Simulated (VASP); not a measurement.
# Ba8Ti8HO24 (a cell with a defect) in VASP: relaxation of the atoms with PBEsol

Aim: the relaxation of the atoms of Ba8Ti8HO24 (a cell with a defect) with PBEsol.

Program: VASP 6.6.1. These are calculated values, not measurements. Logs are shortened: lines on timing, memory, paths and dates and some standing lists are left out, and cuts for length are marked.

## Step 1: The cell of the first run

The cell holds a defect, 41 atoms: a = 7.940 Å, b = 7.940 Å, c = 7.940 Å, α = 90.00°, β = 90.00°, γ = 90.00°.

## Step 2: Relaxation of the atoms, PBEsol

Input file INCAR:

```
SYSTEM = Ba8Ti8HO24
PREC = Accurate
ENCUT = 520
EDIFF = 1E-7
ISMEAR = -1
SIGMA = 0.05
LREAL = Auto
LASPH = .TRUE.
NELM = 120
ALGO = Normal
ISIF = 2
LWAVE = .FALSE.
LCHARG = .FALSE.
GGA = PS
IBRION = 2
NSW = 100
EDIFFG = -0.03
NELECT = 320.0
ISYM = 0
GGA_COMPAT = .FALSE.
NELMIN = 4
NCORE = 4
```

Input file KPOINTS:

```
Automatic mesh
0
Gamma
  1 1 1
  0.25 0.25 0.25
```

Input file POSCAR:

```
Ba8Ti8HO24
1.0
    7.9404200000      0.0000000000      0.0000000000
    0.0000000000      7.9404200000      0.0000000000
    0.0000000000      0.0000000000      7.9404200000
Ba Ti O H
8 8 24 1
Direct
    0.9999870000      0.0017380000      0.9971250000
    0.0018460000      0.0030070000      0.5025120000
    0.9981210000      0.5026710000      0.0011380000
    0.9963110000      0.4974030000      0.5048710000
    0.5021270000      0.0022870000      0.0074300000
    0.4998840000      0.9975640000      0.4986290000
    0.5003300000      0.4994510000      0.0011530000
    0.5000860000      0.5019230000      0.5009240000
    0.2551960000      0.2559470000      0.2500130000
    0.2502590000      0.2505410000      0.7527080000
    0.2490760000      0.7515960000      0.2505650000
    0.2491790000      0.7480440000      0.7536200000
    0.7486060000      0.2491040000      0.2507060000
    0.7455980000      0.2462980000      0.7485630000
    0.7485770000      0.7499410000      0.2507460000
    0.7524080000      0.7486430000      0.7455960000
    0.2479350000      0.2461110000      0.9942280000
    0.2519170000      0.2450430000      0.5005960000
    0.2458560000      0.7515040000      0.9959490000
    0.2498230000      0.7512780000      0.5036940000
    0.7464590000      0.2495140000      0.0006310000
    0.7466790000      0.2472070000      0.5029770000
    0.7483550000      0.7557050000      0.9929760000
    0.7538550000      0.7542140000      0.4985490000
    0.0002860000      0.2460870000      0.2495780000
    0.9988930000      0.2501030000      0.7482390000
    0.0007490000      0.7519720000      0.2469280000
    0.0011140000      0.7492070000      0.7542770000
    0.4993640000      0.2490560000      0.2537790000
    0.5040580000      0.2502360000      0.7541750000
    0.5016760000      0.7506910000      0.2475540000
    0.5026920000      0.7503800000      0.7442650000
    0.2501610000      0.0035010000      0.2449700000
    0.2572300000      0.0005860000      0.7507810000
    0.2487500000      0.4979760000      0.2522580000
    0.2542970000      0.4997850000      0.7505780000
    0.7527840000      0.9986250000      0.2485410000
    0.7538730000      0.9980880000      0.7481450000
    0.7462360000      0.5051990000      0.2488380000
    0.7494320000      0.4979110000      0.7512190000
    0.2521900000      0.5006140000      0.4980810000
```

Potentials or basis: VASP PAW PBE potentials, release 64 (Ba_sv, Ti_sv, O, H).

The run is started by

```
$ cat potpaw_PBE.64/Ba_sv/POTCAR potpaw_PBE.64/Ti_sv/POTCAR potpaw_PBE.64/O/POTCAR potpaw_PBE.64/H/POTCAR > POTCAR
$ mpirun -np 4 vasp_std > vasp.out
```

OUTCAR:

```text
SYSTEM = Ba8Ti8HO24
   PREC = Accurate
   ENCUT = 520
   EDIFF = 1E-7
   ISMEAR = -1
   LREAL = Auto
   LASPH = .TRUE.
   NELM = 120
   ISIF = 2
   GGA = PS
   IBRION = 2
   NSW = 100
   EDIFFG = -0.03
   NELECT = 320.0
   ISYM = 0
   NELMIN = 4

 ion  position               nearest neighbor table
   1  1.000  0.002  0.997-  17 2.76  38 2.78  28 2.78  19 2.79  25 2.79  26 2.79  23 2.79  33 2.80
                            37 2.80  27 2.80  21 2.82  34 2.83  10 3.41  12 3.42  14 3.43  16 3.45
   2  0.002  0.003  0.503-  18 2.76  26 2.77  38 2.77  25 2.79  24 2.79  22 2.80  20 2.81  37 2.82
                            34 2.83  28 2.84  33 2.84  27 2.84  14 3.42  10 3.42  16 3.42  11 3.44
   3  0.998  0.503  0.001-  28 2.77  27 2.78  19 2.79  40 2.80  39 2.81  35 2.82  23 2.82  21 2.83
                            25 2.84  26 2.84  17 2.84  36 2.85  12 3.41  15 3.42  16 3.43  11 3.44
   4  0.996  0.497  0.505-  41 2.03  26 2.76  40 2.77  24 2.80  22 2.81  28 2.81  36 2.83  35 2.84
                            39 2.84  25 2.84  20 2.85  18 2.85  27 2.88  16 3.37  14 3.42  10 3.43
   5  0.502  0.002  0.007-  33 2.75  21 2.76  31 2.76  37 2.76  29 2.77  23 2.77  17 2.80  30 2.81
                            34 2.82  19 2.85  38 2.87  32 2.89  13 3.38  15 3.40   9 3.41  14 3.42
   6  0.500  0.998  0.499-  32 2.77  34 2.78  18 2.78  29 2.79  20 2.79  22 2.79  24 2.79  31 2.80
                            37 2.82  33 2.83  38 2.83  30 2.85  15 3.41  14 3.41  11 3.41  13 3.43
   7  0.500  0.499  0.001-  39 2.77  21 2.79  30 2.79  36 2.79  31 2.79  40 2.80  35 2.82  29 2.82
                            23 2.83  17 2.84  19 2.84  32 2.85   9 3.38  12 3.43  10 3.43  13 3.43
   8  0.500  0.502  0.501-  41 1.97  32 2.76  36 2.78  39 2.80  20 2.81  40 2.81  35 2.81  29 2.81
                            22 2.82  31 2.82  30 2.84  18 2.84  24 2.84   9 3.40  16 3.41  15 3.42
   9  0.255  0.256  0.250-  35 1.92  29 1.94  18 1.99  33 2.01  25 2.03  17 2.03   7 3.38   8 3.40
[... 37 lines left out ...]
  39  0.746  0.505  0.249-  15 1.94  13 2.03   7 2.77   8 2.80   3 2.81   4 2.84
  40  0.749  0.498  0.751-  16 1.99  14 2.00   4 2.77   3 2.80   7 2.80   8 2.81
  41  0.252  0.501  0.498-   8 1.97   4 2.03

IMPORTANT INFORMATION: All symmetrisations will be switched off!
NOSYMM: (Re-)initialisation of all symmetry stuff for point group C_1.

----------------------------------------------------------------------------------------

                                     Primitive cell

  volume of cell :     500.6456

  direct lattice vectors                    reciprocal lattice vectors
     7.940420000  0.000000000  0.000000000     0.125937923  0.000000000  0.000000000
     0.000000000  7.940420000  0.000000000     0.000000000  0.125937923  0.000000000
     0.000000000  0.000000000  7.940420000     0.000000000  0.000000000  0.125937923

  length of vectors
     7.940420000  7.940420000  7.940420000     0.125937923  0.125937923  0.125937923

  position of ions in fractional coordinates (direct lattice)
     0.999987000  0.001738000  0.997125000
     0.001846000  0.003007000  0.502512000
     0.998121000  0.502671000  0.001138000
     0.996311000  0.497403000  0.504871000
     0.502127000  0.002287000  0.007430000
     0.499884000  0.997564000  0.498629000
[... 33 lines left out ...]
     0.749432000  0.497911000  0.751219000
     0.252190000  0.500614000  0.498081000

  ion indices of the primitive-cell ions
   primitive index   ion index
                 1           1
                 2           2
                 3           3
                 4           4
                 5           5
                 6           6
[... 33 lines left out ...]
                40          40
                41          41

----------------------------------------------------------------------------------------

 KPOINTS: Automatic mesh

Automatic generation of k-mesh.
 Grid dimensions read from file:
 generate k-points for:    1    1    1

 Generating k-lattice:

  Cartesian coordinates                     Fractional coordinates (reciprocal lattice)
     0.125937923  0.000000000  0.000000000     1.000000000  0.000000000  0.000000000
     0.000000000  0.125937923  0.000000000     0.000000000  1.000000000  0.000000000
     0.000000000  0.000000000  0.125937923     0.000000000  0.000000000  1.000000000

  Length of vectors
     0.125937923  0.125937923  0.125937923

  Shift w.r.t. Gamma in fractional coordinates (k-lattice)
     0.250000000  0.250000000  0.250000000

 Subroutine IBZKPT returns following result:
 ===========================================

 Found      4 irreducible k-points:

 Following reciprocal coordinates:
            Coordinates               Weight
  0.250000  0.250000  0.250000      2.000000
 -0.250000  0.250000  0.250000      2.000000
 -0.250000 -0.250000  0.250000      2.000000
  0.250000 -0.250000  0.250000      2.000000
   k-points           NKPTS =      4   k-points in BZ     NKDIM =      4   number of bands    NBANDS=    192
   number of dos      NEDOS =    301   number of ions     NIONS =     41
   total plane-waves  NPLWV = 216000
   dimension x,y,z NGX =    60 NGY =   60 NGZ =   60
   dimension x,y,z NGXF=   120 NGYF=  120 NGZF=  120
   ions per type =               8   8  24   1
   NGX,Y,Z   is equivalent  to a cutoff of  12.56, 12.56, 12.56 a.u.
   NGXF,Y,Z  is equivalent  to a cutoff of  25.12, 25.12, 25.12 a.u.
 SYSTEM =  Ba8Ti8HO24
   PREC   = accura    normal or accurate (medium, high low for compatibility)
   ISTART =      0    job   : 0-new  1-cont  2-samecut
   ICHARG =      2    charge: 1-file 2-atom 10-const
   ISPIN  =      1    spin polarized calculation?
   LNONCOLLINEAR =      F non collinear calculations
   LSORBIT =      F    spin-orbit coupling
   LASPH  =      T    aspherical Exc in radial PAW
   ENCUT  =  520.0 eV  38.22 Ry    6.18 a.u.  14.76 14.76 14.76*2*pi/ulx,y,z
   NELM   =    120;   NELMIN=  4; NELMDL= -5     # of ELM steps
   EDIFF  = 0.1E-06   stopping-criterion for ELM
   LREAL  =      T    real-space projection
   EDIFFG = -.3E-01   stopping-criterion for IOM
   NSW    =    100    number of steps for IOM
   IBRION =      2    ionic relax: 0-MD 1-quasi-New 2-CG
   NFREE  =      1    steps in history (QN), initial steepest desc. (CG)
   ISIF   =      2    stress and relaxation
   ISYM   =      0    0-nonsym 1-usesym 2-fastsym
   POTIM  = 0.5000    time-step for ionic-motion
   TEBEG  =    0.0;   TEEND  =   0.0 temperature during run
   PSTRESS=    0.0 pullay stress
   NELECT =     320.0000    total number of electrons
   NUPDOWN=      -1.0000    fix difference up-down
   EMIN   =  10.00;   EMAX   =-10.00  energy-range for DOS
   EFERMI =   0.00;   METHOD = LEGACY
   ISMEAR =    -1;   SIGMA  =   0.05  broadening in eV -4-tet -1-fermi 0-gaus
   EFERMI_NEDOS =   21; number of points for ismear=-14 and -15
   IALGO  =     38    algorithm
   IMIX   =      4    mixing-type and parameters
     AMIX     =   0.40;   BMIX     =  1.00
     AMIX_MAG =   1.60;   BMIX_MAG =  1.00
  volume/ion in A,a.u.               =      12.21        82.40
  Fermi-wavevector in a.u.,A,eV,Ry     =   1.410202  2.664896 27.057496  1.988670
  Thomas-Fermi vector in A             =   2.532180
   LORBIT       =      0    0 simple, 1 ext, 2 COOP (PROOUT), +10 PAW based schemes
   GGA     = PS    functional components
   LHFCALC =     F    Hartree Fock is set to
   AEXX    =    0.0000 exact exchange contribution
   IVDW    =     0    specifies the selected vdW correction
   LEPSILON=     F    determine dielectric tensor
   LRPA    =     F    only Hartree local field effects (RPA)
 conjugate gradient relaxation of ions
 non-spin polarized calculation
  energy-cutoff  :      520.00
  volume of cell :      500.65
 maximum number of plane-waves:     13475
   NGX = 29   NGY = 29   NGZ = 29

--------------------------------------- Ionic step        1  -------------------------------------------

 number of electron     319.9999975 magnetization

 Free energy of the ion-electron system (eV)
  ---------------------------------------------------
  ext. energy  EPLUGINS =         0.00000000
  ---------------------------------------------------
  free energy    TOTEN  =      -340.16320799 eV

  energy without entropy =     -340.16308435  energy(sigma->0) =     -340.16314617

------------------------ aborting loop because EDIFF is reached ----------------------------------------

  FORCE on cell =-STRESS in cart. coord.  units (eV):
  Direction    XX          YY          ZZ          XY          YZ          ZX
  --------------------------------------------------------------------------------------
  -------------------------------------------------------------------------------------
  Total        7.9450626     -3.7681314     -3.1883646      0.0583565     -0.0643731     -0.1022471
  in kB       25.4259670    -12.0588584    -10.2034758      0.1867538     -0.2060081     -0.3272135
  external PRESSURE =       1.0545443 kB  Pullay stress =       0.0000000 kB
[... 206 lines left out ...]
  FREE ENERGIE OF THE ION-ELECTRON SYSTEM (eV)
  ---------------------------------------------------
  free  energy   TOTEN  =      -341.0778249322 eV

  energy  without entropy=     -341.0778248247  energy(sigma->0) =     -341.07782488

[... ionic steps 4 to 47 ...]

--------------------------------------- Ionic step       48  -------------------------------------------

 number of electron     319.9999983 magnetization

------------------------ aborting loop because EDIFF is reached ----------------------------------------
[... 145 lines left out ...]
--------------------------------------- Ionic step       50  -------------------------------------------

 number of electron     319.9999982 magnetization

 Free energy of the ion-electron system (eV)
  ---------------------------------------------------
  ext. energy  EPLUGINS =         0.00000000
  ---------------------------------------------------
  free energy    TOTEN  =      -344.24736552 eV

  energy without entropy =     -344.24736552  energy(sigma->0) =     -344.24736552

 E-fermi :   5.0858     XC(G=0): -11.6345

 val. band max:        3.6973735027   @ k =   0.2500  -0.2500   0.2500
 cond. band min:       6.3041085462   @ k =  -0.2500   0.2500   0.2500
 fundamental gap:      2.6067350435
 Fermi energy:         5.0858128340

 k-point     1 :       0.2500    0.2500    0.2500
  band No.  band energies     occupation
      1     -52.3278      2.00000
      2     -52.2867      2.00000
      3     -52.2567      2.00000
      4     -52.2471      2.00000
      5     -52.2234      2.00000
      6     -52.2162      2.00000
[... 689 lines left out ...]
    171       7.4380      0.00000
    172       7.4590      0.00000
 [bands above 172 left out]

------------------------ aborting loop because EDIFF is reached ----------------------------------------

  FORCE on cell =-STRESS in cart. coord.  units (eV):
  Direction    XX          YY          ZZ          XY          YZ          ZX
  --------------------------------------------------------------------------------------
  -------------------------------------------------------------------------------------
  Total        5.8940365      6.4380054      3.0384260     -0.4976888     -2.7770679      0.2034501
  in kB       18.8622276     20.6030489      9.7236389     -1.5927150     -8.8872349      0.6510854
  external PRESSURE =      16.3963051 kB  Pullay stress =       0.0000000 kB
[... 56 lines left out ...]
  FREE ENERGIE OF THE ION-ELECTRON SYSTEM (eV)
  ---------------------------------------------------
  free  energy   TOTEN  =      -344.2473655186 eV

  energy  without entropy=     -344.2473655185  energy(sigma->0) =     -344.24736552

 reached required accuracy - stopping structural energy minimisation
```

Wall time 54 min (4 MPI ranks of Intel Xeon 6975P-C (Granite Rapids), shared host); peak memory 0.28 GiB.

What came out:

```
Free energy                  : -344.2474 eV
Energy gained by relaxing    : 99.6 meV/atom
Ionic steps                  : 50
Largest force after relaxing : 0.027 eV/Å
```

Forces in eV/Å, atoms in the order of the input:
```
Ba  -0.005 -0.007  0.014
Ba  -0.004  0.000 -0.002
Ba  -0.004  0.006 -0.001
Ba   0.019  0.010  0.000
Ba   0.000  0.003  0.008
Ba   0.001  0.006  0.001
Ba   0.011 -0.001 -0.004
Ba  -0.021  0.008 -0.001
Ti   0.007  0.004  0.000
Ti   0.000  0.003  0.001
Ti  -0.014 -0.003  0.013
Ti   0.001 -0.002 -0.006
Ti   0.001  0.013 -0.001
Ti   0.009  0.002 -0.018
Ti   0.006  0.004 -0.007
Ti  -0.001 -0.010 -0.006
O   -0.001  0.016 -0.004
O   -0.001 -0.008 -0.001
O    0.004 -0.018 -0.002
O   -0.001  0.005 -0.001
O    0.002  0.002  0.013
O   -0.001  0.013 -0.007
O    0.005 -0.009 -0.001
O    0.001 -0.011 -0.010
O   -0.003  0.002 -0.007
O    0.006  0.000  0.003
O   -0.010  0.001  0.000
O    0.006  0.010  0.005
O    0.005 -0.005 -0.009
O   -0.010  0.000 -0.002
O    0.015 -0.003 -0.004
O   -0.009  0.004  0.011
O   -0.002 -0.013  0.008
O   -0.005 -0.008  0.003
O    0.000  0.004  0.007
O    0.001  0.013  0.004
O   -0.003  0.002  0.001
O    0.001 -0.005 -0.001
O   -0.001 -0.002  0.006
O    0.003 -0.003 -0.012
H   -0.006 -0.025  0.008
```

The path:
```csv
step,energy change (eV),largest force (eV/Å),pressure (GPa)
1,0.0000,3.2308,0.11
3,-0.9146,0.9355,0.00
5,-1.2031,0.6054,0.01
7,-1.3356,1.0466,0.03
9,-1.8512,3.1356,0.30
11,-1.9400,3.2592,0.45
13,-1.9904,3.1564,0.69
15,-2.1012,2.5320,1.06
17,-2.3702,2.3125,1.08
19,-3.1279,1.1926,1.38
21,-3.2125,1.5727,1.63
23,-3.6521,0.8977,1.69
25,-3.8756,0.5649,1.84
27,-3.9681,0.4440,1.76
29,-4.0145,0.3700,1.72
31,-4.0393,0.4665,1.53
33,-4.0502,0.4201,1.56
35,-4.0606,0.2366,1.54
37,-4.0702,0.1012,1.60
39,-4.0751,0.2063,1.59
41,-4.0785,0.1756,1.64
43,-4.0808,0.0842,1.62
45,-4.0824,0.0757,1.64
47,-4.0832,0.1054,1.63
49,-4.0838,0.0515,1.65
50,-4.0842,0.0272,1.64
```

Final structure:
```xyz
41
Lattice="7.9404 0.0000 0.0000 0.0000 7.9404 0.0000 0.0000 0.0000 7.9404" Properties=species:S:1:pos:R:3 pbc="T T T"
Ba    7.9197    0.0089    7.9168
Ba    7.9124    7.9304    4.0022
Ba    7.9216    3.9654    0.0246
Ba    7.8163    3.9474    4.0397
Ba    3.9845    0.0001    7.9270
Ba    3.9878    7.9236    4.0042
Ba    3.9794    3.9621    0.0285
Ba    4.0895    3.9346    4.0512
Ti    2.0472    1.9128    1.9631
Ti    1.9449    2.0445    5.9050
Ti    1.9196    6.0949    1.8856
Ti    1.9444    5.9730    5.8885
Ti    6.0194    1.9207    1.9911
Ti    5.9135    1.9530    5.9883
Ti    5.8861    5.9153    2.0458
Ti    5.9146    5.9465    6.0401
O     1.9840    1.9903    0.0968
O     1.9848    2.0171    4.0138
O     2.0029    5.9533    0.0450
O     2.0043    5.8102    3.9723
O     5.9564    1.9811    0.0361
O     5.9565    1.9622    4.0174
O     5.9715    5.9619    0.0025
O     5.9704    5.9649    3.9721
O     7.9215    1.9816    2.0284
O     0.0302    1.9710    5.9939
O     0.0478    5.9855    1.9913
O     0.0379    5.9299    5.9717
O     3.9347    1.9807    2.0308
O     3.9950    1.9668    5.9972
O     3.9923    5.9753    1.9979
O     4.0077    5.9325    5.9749
O     1.9891    0.0106    2.0394
O     2.0018    7.8791    5.9473
O     1.9870    3.9864    2.0571
O     2.0030    3.9273    6.0078
O     5.9567    0.0233    1.9975
O     5.9702    7.9342    5.9879
O     5.9568    3.9959    2.0077
O     5.9690    3.9609    5.9985
H     1.9987    4.3168    2.9958
```

Levels at points of the mesh, in eV from the Fermi level:
```
           k point  band 157  band 158  band 159  band 160  band 161  band 162  band 163  band 164
(0.25, 0.25, 0.25)     -1.51     -1.47     -1.43     -1.40      1.22      1.29      1.33      1.36
```

Caveat: the cell carries a net charge on a neutralising background, which shifts energy and pressure; the cell is charged against a uniform background, so pressure and absolute levels hang on convention; the PAW data sets were made with another functional, which shifts forces and pressure a little; spin-orbit coupling is left out, which moves the levels of the heavy elements.
